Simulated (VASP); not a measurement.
# Si2F (P6/mmm) in VASP: notebook

Runs on Si2F. Level: PBE. Tasks: single point, relaxation of cell and atoms.

Everything below comes from runs of VASP 6.6.1. Logs are shortened: lines on timing, memory, paths and dates and some standing lists are left out, and cuts for length are marked.

### 1 The cell of the first run

It takes space group P6/mmm (No. 191, hexagonal). Conventional cell: a = 4.155 Å, b = 4.155 Å, c = 2.790 Å, α = 90.00°, β = 90.00°, γ = 120.00°. Si (site symmetry -6m2) has 5 Si at 2.40 to 2.79 Å and 6 F at 2.78 Å within 3.2 Å. Within 3.7 Å of F (site symmetry 6/mmm) lie 12 Si at 2.78 Å and 2 F at 2.79 Å.

### 2 Single point, PBE

Input file INCAR:

```
SYSTEM = Si2F
PREC     = Accurate       ! precision mode
ENCUT    = 520            ! plane-wave cutoff, eV
EDIFF    = 1E-6           ! SCF threshold, eV
ISMEAR   = 0              ! smearing method
SIGMA    = 0.1            ! smearing width, eV
LREAL    = .False.        ! projectors in reciprocal space
LASPH    = .True.         ! aspherical terms in the spheres
NELM     = 60             ! most SCF steps
ALGO     = Normal         ! electronic algorithm
ISIF     = 2              ! what is computed and relaxed
LWAVE    = .False.        ! write WAVECAR
LCHARG   = .False.        ! write CHGCAR
GGA      = PE             ! functional
NBANDS   = 14             ! bands
```

Input file KPOINTS:

```
regular mesh
0
Gamma
  12 12 16
  0 0 0
```

Input file POSCAR:

```
Si2F
1.0
    4.1552560905      0.0000000000      0.0000000000
   -2.0776280452      3.5985573336      0.0000000000
    0.0000000000      0.0000000000      2.7901004649
Si F
2 1
Direct
    0.3333333333      0.6666666667      0.5000000000
    0.6666666667      0.3333333333      0.5000000000
    0.0000000000      0.0000000000      0.0000000000
```

Potentials or basis: VASP PAW PBE potentials, release 64 (Si, F).

Launch:

```
$ cat potpaw_PBE.64/Si/POTCAR potpaw_PBE.64/F/POTCAR > POTCAR
$ mpirun -np 1 vasp_std > vasp.out
```

OUTCAR:

```text
SYSTEM = Si2F
   PREC = Accurate
   ENCUT = 520
   EDIFF = 1E-6
   ISMEAR = 0
   LREAL = .False.
   LASPH = .True.
   NELM = 60
   ISIF = 2
   GGA = PE

 ion  position               nearest neighbor table
   1  0.333  0.667  0.500-   2 2.40   2 2.40   2 2.40
   2  0.667  0.333  0.500-   1 2.40   1 2.40   1 2.40
   3  0.000  0.000  0.000-

  LATTYP: Found a hexagonal cell.
 ALAT       =     4.1552560905
 C/A-ratio  =     0.6714629385

  Lattice vectors:

 A1 = (   4.1552560905,   0.0000000000,   0.0000000000)
 A2 = (  -2.0776280452,   3.5985573336,   0.0000000000)
 A3 = (   0.0000000000,   0.0000000000,   2.7901004649)

Analysis of symmetry for initial positions (statically):
=====================================================================
 Subroutine PRICEL returns:
 Original cell was already a primitive cell.

 Routine SETGRP: Setting up the symmetry group for a
 hexagonal supercell.

 Subroutine GETGRP returns: Found 24 space group operations
 (whereof 24 operations were pure point group operations)
 out of a pool of 24 trial point group operations.

The static configuration has the point symmetry D_6h.

Analysis of symmetry for dynamics (positions and initial velocities):
=====================================================================
 Subroutine PRICEL returns:
 Original cell was already a primitive cell.

 Routine SETGRP: Setting up the symmetry group for a
 hexagonal supercell.

 Subroutine GETGRP returns: Found 24 space group operations
 (whereof 24 operations were pure point group operations)
 out of a pool of 24 trial point group operations.

The dynamic configuration has the point symmetry D_6h.

 Subroutine INISYM returns: Found 24 space group operations
 (whereof 24 operations are pure point group operations),
 and found     1 'primitive' translations

----------------------------------------------------------------------------------------

                                     Primitive cell

  volume of cell :      41.7202

  direct lattice vectors                    reciprocal lattice vectors
     4.155256090  0.000000000  0.000000000     0.240659054  0.138944570  0.000000000
    -2.077628045  3.598557334  0.000000000     0.000000000  0.277889139  0.000000000
     0.000000000  0.000000000  2.790100465     0.000000000  0.000000000  0.358410033

  length of vectors
     4.155256090  4.155256090  2.790100465     0.277889139  0.277889139  0.358410033

  position of ions in fractional coordinates (direct lattice)
     0.333333333  0.666666667  0.500000000
     0.666666667  0.333333333  0.500000000
     0.000000000  0.000000000  0.000000000

  ion indices of the primitive-cell ions
   primitive index   ion index
                 1           1
                 2           2
                 3           3

----------------------------------------------------------------------------------------

 KPOINTS: regular mesh

Automatic generation of k-mesh.
 Grid dimensions read from file:
 generate k-points for:   12   12   16

 Generating k-lattice:

  Cartesian coordinates                     Fractional coordinates (reciprocal lattice)
     0.020054921  0.011578714  0.000000000     0.083333333 -0.000000000  0.000000000
     0.000000000  0.023157428  0.000000000     0.000000000  0.083333333  0.000000000
     0.000000000  0.000000000  0.022400627     0.000000000  0.000000000  0.062500000

  Length of vectors
     0.023157428  0.023157428  0.022400627

  Shift w.r.t. Gamma in fractional coordinates (k-lattice)
     0.000000000  0.000000000  0.000000000

 Subroutine IBZKPT returns following result:
 ===========================================

 Found    171 irreducible k-points:

 Following reciprocal coordinates:
            Coordinates               Weight
  0.000000  0.000000  0.000000      1.000000
  0.083333 -0.000000  0.000000      6.000000
  0.166667  0.000000  0.000000      6.000000
  0.250000  0.000000  0.000000      6.000000
  0.333333  0.000000  0.000000      6.000000
  0.416667  0.000000  0.000000      6.000000
[... 16 lines left out ...]
  0.250000  0.000000  0.062500     12.000000
  0.333333  0.000000  0.062500     12.000000
 [... further k-points ...]
   k-points           NKPTS =    171   k-points in BZ     NKDIM =    171   number of bands    NBANDS=     14
   number of dos      NEDOS =    301   number of ions     NIONS =      3
   total plane-waves  NPLWV =  24576
   dimension x,y,z NGX =    32 NGY =   32 NGZ =   24
   dimension x,y,z NGXF=    64 NGYF=   64 NGZF=   48
   ions per type =               2   1
   NGX,Y,Z   is equivalent  to a cutoff of  12.80, 12.80, 14.30 a.u.
   NGXF,Y,Z  is equivalent  to a cutoff of  25.61, 25.61, 28.60 a.u.
 SYSTEM =  Si2F
   PREC   = accura    normal or accurate (medium, high low for compatibility)
   ISTART =      0    job   : 0-new  1-cont  2-samecut
   ICHARG =      2    charge: 1-file 2-atom 10-const
   ISPIN  =      1    spin polarized calculation?
   LNONCOLLINEAR =      F non collinear calculations
   LSORBIT =      F    spin-orbit coupling
   LASPH  =      T    aspherical Exc in radial PAW
   ENCUT  =  520.0 eV  38.22 Ry    6.18 a.u.   7.73  7.73  5.19*2*pi/ulx,y,z
   NELM   =     60;   NELMIN=  2; NELMDL= -5     # of ELM steps
   EDIFF  = 0.1E-05   stopping-criterion for ELM
   LREAL  =      F    real-space projection
   EDIFFG = 0.1E-04   stopping-criterion for IOM
   NSW    =      0    number of steps for IOM
   IBRION =     -1    ionic relax: 0-MD 1-quasi-New 2-CG
   NFREE  =      0    steps in history (QN), initial steepest desc. (CG)
   ISIF   =      2    stress and relaxation
   ISYM   =      2    0-nonsym 1-usesym 2-fastsym
   POTIM  = 0.5000    time-step for ionic-motion
   TEBEG  =    0.0;   TEEND  =   0.0 temperature during run
   PSTRESS=    0.0 pullay stress
   NELECT =      15.0000    total number of electrons
   NUPDOWN=      -1.0000    fix difference up-down
   EMIN   =  10.00;   EMAX   =-10.00  energy-range for DOS
   EFERMI =   0.00;   METHOD = LEGACY
   ISMEAR =     0;   SIGMA  =   0.10  broadening in eV -4-tet -1-fermi 0-gaus
   EFERMI_NEDOS =   21; number of points for ismear=-14 and -15
   IALGO  =     38    algorithm
   IMIX   =      4    mixing-type and parameters
     AMIX     =   0.40;   BMIX     =  1.00
     AMIX_MAG =   1.60;   BMIX_MAG =  1.00
  volume/ion in A,a.u.               =      13.91        93.85
  Fermi-wavevector in a.u.,A,eV,Ry     =   1.164099  2.199828 18.437613  1.355126
  Thomas-Fermi vector in A             =   2.300641
   LORBIT       =      0    0 simple, 1 ext, 2 COOP (PROOUT), +10 PAW based schemes
   GGA     = PE    functional components
   LHFCALC =     F    Hartree Fock is set to
   AEXX    =    0.0000 exact exchange contribution
   IVDW    =     0    specifies the selected vdW correction
   LEPSILON=     F    determine dielectric tensor
   LRPA    =     F    only Hartree local field effects (RPA)
 non-spin polarized calculation
 Gauss-broadening in eV      SIGMA  =   0.10
  energy-cutoff  :      520.00
  volume of cell :       41.72
 maximum number of plane-waves:      1146
 NGX is ok and might be reduce to    32
   NGX = 15   NGY = 15   NGZ = 11

 number of electron      14.9999991 magnetization

 Free energy of the ion-electron system (eV)
  ---------------------------------------------------
  ext. energy  EPLUGINS =         0.00000000
  ---------------------------------------------------
  free energy    TOTEN  =       -13.65410215 eV

  energy without entropy =      -13.64958704  energy(sigma->0) =      -13.65184460

 E-fermi :   6.0625     XC(G=0): -10.5905

 val. band max:        6.0198295846   @ k =   0.2500   0.2500   0.3750
 cond. band min:       6.0628499915   @ k =   0.2500   0.0833   0.5000
 fundamental gap:      0.0430204069
 Fermi energy:         6.0625425425

 k-point     1 :       0.0000    0.0000    0.0000
  band No.  band energies     occupation
      1     -15.9086      2.00000
      2      -4.6298      2.00000
      3       1.8400      2.00000
      4       1.8400      2.00000
      5       3.5939      2.00000
      6       3.8997      2.00000
      7       3.8997      2.00000
      8       3.9474      2.00000
      9      10.9985      0.00000
     10      10.9985      0.00000
     11      11.9692      0.00000
     12      13.0266      0.00000
     13      17.7986      0.00000
     14      20.6183      0.00000

 k-point     2 :       0.0833   -0.0000    0.0000
  band No.  band energies     occupation
      1     -15.9039      2.00000
      2      -4.6075      2.00000
      3       1.7135      2.00000
      4       1.7167      2.00000
      5       2.9068      2.00000
      6       3.5991      2.00000
      7       4.0579      2.00000
      8       5.2138      2.00000
      9      10.8155      0.00000
     10      11.0842      0.00000
     11      12.0012      0.00000
     12      13.1871      0.00000
     13      17.5080      0.00000
     14      20.7688      0.00000

 k-point     3 :       0.1667    0.0000    0.0000
  band No.  band energies     occupation
      1     -15.8917      2.00000
      2      -4.5386      2.00000
      3       1.0235      2.00000
      4       1.4446      2.00000
      5       2.6824      2.00000
      6       3.6132      2.00000
      7       4.4229      2.00000
      8       6.4974      0.00000
      9      10.4564      0.00000
     10      11.3489      0.00000
     11      12.0977      0.00000
     12      13.5682      0.00000
     13      16.8446      0.00000
     14      20.7010      0.00000
[... 324 lines left out ...]
 k-point    23 :       0.2500    0.0000    0.0625
  band No.  band energies     occupation
      1     -15.8632      2.00000
      2      -4.3621      2.00000
      3       0.1624      2.00000
      4       1.2005      2.00000
      5       2.9460      2.00000
      6       3.5764      2.00000
      7       4.8563      2.00000
      8       7.4542      0.00000
      9      10.3705      0.00000
     10      11.2468      0.00000
     11      11.8176      0.00000
     12      15.1786      0.00000
     13      15.4816      0.00000
     14      19.6433      0.00000

 k-point    24 :       0.3333    0.0000    0.0625
  band No.  band energies     occupation
      1     -15.8466      2.00000
      2      -4.1991      2.00000
      3      -0.6363      2.00000
      4       0.9705      2.00000
      5       3.2966      2.00000
      6       3.6247      2.00000
      7       5.1891      2.00000
      8       7.6011      0.00000
      9      10.8472      0.00000
     10      11.7664      0.00000
     11      12.4876      0.00000
     12      14.7251      0.00000
     13      15.6339      0.00000
     14      18.6551      0.00000

 [... further k-points ...]

------------------------ aborting loop because EDIFF is reached ----------------------------------------

  FORCE on cell =-STRESS in cart. coord.  units (eV):
  Direction    XX          YY          ZZ          XY          YZ          ZX
  --------------------------------------------------------------------------------------
  -------------------------------------------------------------------------------------
  Total       -0.0473657     -0.0473657     -0.0456955     -0.0000000      0.0000000     -0.0000000
  in kB       -1.8189829     -1.8189829     -1.7548407     -0.0000000      0.0000000     -0.0000000
  external PRESSURE =      -1.7976022 kB  Pullay stress =       0.0000000 kB

 VOLUME and BASIS-vectors are now :
 -----------------------------------------------------------------------------
  energy-cutoff  :      520.00
  volume of cell :       41.72
      direct lattice vectors                 reciprocal lattice vectors
     4.155256090  0.000000000  0.000000000     0.240659054  0.138944570  0.000000000
    -2.077628045  3.598557334  0.000000000     0.000000000  0.277889139  0.000000000
     0.000000000  0.000000000  2.790100465     0.000000000  0.000000000  0.358410033

 POSITION                                       TOTAL-FORCE (eV/Angst)
 -----------------------------------------------------------------------------------
     -0.00000      2.39904      1.39505        -0.000000     -0.000000      0.000000
      2.07763      1.19952      1.39505         0.000000      0.000000      0.000000
      0.00000      0.00000      0.00000        -0.000000      0.000000      0.000000
 -----------------------------------------------------------------------------------
    total drift:                                0.000000     -0.000000      0.000000

  FREE ENERGIE OF THE ION-ELECTRON SYSTEM (eV)
  ---------------------------------------------------
  free  energy   TOTEN  =       -13.6541021493 eV

  energy  without entropy=      -13.6495870414  energy(sigma->0) =      -13.65184460
```

Wall time 26 s (1 thread of Intel Xeon 6975P-C (Granite Rapids), shared host); peak memory 0.21 GiB.

Results:

```yaml
Free_energy: -13.6541 eV
Pressure: -0.2 GPa
```

Caveat: an odd number of electrons without spin polarisation forces a metal; a magnetic or distorted state may lie lower.

### 3 Relaxation of cell and atoms, PBE

This run uses another cell than the first one, of 14.10 Å³/atom, 1.014 times its volume.

Input file INCAR:

```
SYSTEM = Si2F
ALGO = Normal ; EDIFF = 1E-6
EDIFFG = -0.01 ; ENCUT = 600
GGA = PE ; IBRION = 2
ISIF = 3 ; ISMEAR = 0
LASPH = .True. ; LCHARG = .False.
LREAL = .False. ; LWAVE = .False.
NELM = 80 ; NSW = 100
PREC = Accurate ; SIGMA = 0.1
```

Input file KPOINTS:

```
k-points
0
Gamma
  12 12 16
  0 0 0
```

Input file POSCAR:

```
Si2F
1.0
    4.1207613188      0.0000000000      0.0000000000
   -2.0603806594      3.5686839850      0.0000000000
    0.0000000000      0.0000000000      2.8771740788
Si F
2 1
Direct
    0.3333333333      0.6666666667      0.5000000000
    0.6666666667      0.3333333333      0.5000000000
    0.0000000000      0.0000000000      0.0000000000
```

Potentials or basis: VASP PAW PBE potentials, release 64 (Si, F).

Launch:

```
$ cat potpaw_PBE.64/Si/POTCAR potpaw_PBE.64/F/POTCAR > POTCAR
$ mpirun -np 1 vasp_std > vasp.out
```

Wall time 2.1 min (1 thread of Intel Xeon 6975P-C (Granite Rapids), shared host); peak memory 0.24 GiB.

The run converged. Its results:

```yaml
Free_energy: -13.6565 eV
Relaxed_volume: 13.86 Å³/atom
Relaxed_cell: a = 4.156 Å, b = 4.156 Å, c = 2.779 Å, α = 90.00°, β = 90.00°, γ = 120.00°
Space_group_after_relaxing_to_0.05_Å: P6/mmm (No. 191)
Energy_gained_by_relaxing: 2.4 meV/atom
Ionic_steps: 9
Pressure_after_relaxing: 0.0 GPa
```

The path:
```csv
step,energy change (eV),largest force (eV/Å),pressure (GPa),volume (Å³)
1,0.0000,0.0000,0.21,42.31
2,-0.0019,0.0000,-0.42,42.42
3,-0.0026,0.0000,-1.12,42.55
4,-0.0036,0.0000,-1.07,42.44
5,-0.0058,0.0000,-0.86,42.12
6,-0.0062,0.0000,-0.28,41.47
7,-0.0066,0.0000,-0.61,41.76
8,-0.0071,0.0000,-0.11,41.60
9,-0.0072,0.0000,-0.01,41.57
```

Final structure:
```
Si F
1.0
     4.15571    0.00000    0.00000
    -2.07785    3.59895    0.00000
     0.00000    0.00000    2.77921
Si F
2 1
Direct
  0.33333 0.66667 0.50000
  0.66667 0.33333 0.50000
  0.00000 0.00000 0.00000
```

Levels at points of the mesh, in eV from the Fermi level:
```
           k point  band 3  band 4  band 5  band 6  band 7  band 8  band 9  band 10  band 11
(0.00, 0.00, 0.00)   -4.24   -4.24   -2.45   -2.18   -2.18   -2.15    4.94     4.94     6.01
(0.50, 0.00, 0.00)   -7.55   -5.36   -2.38   -2.18   -0.59    1.02    6.62     6.86     7.59
(0.00, 0.00, 0.50)   -4.44   -3.37   -3.37   -2.78    0.07    0.07    1.80     2.77     4.50
(0.50, 0.00, 0.50)   -6.01   -5.36   -3.58   -2.69   -1.58   -0.94   -0.47     4.94     6.39
```

Caveat: an odd number of electrons without spin polarisation forces a metal; a magnetic or distorted state may lie lower.
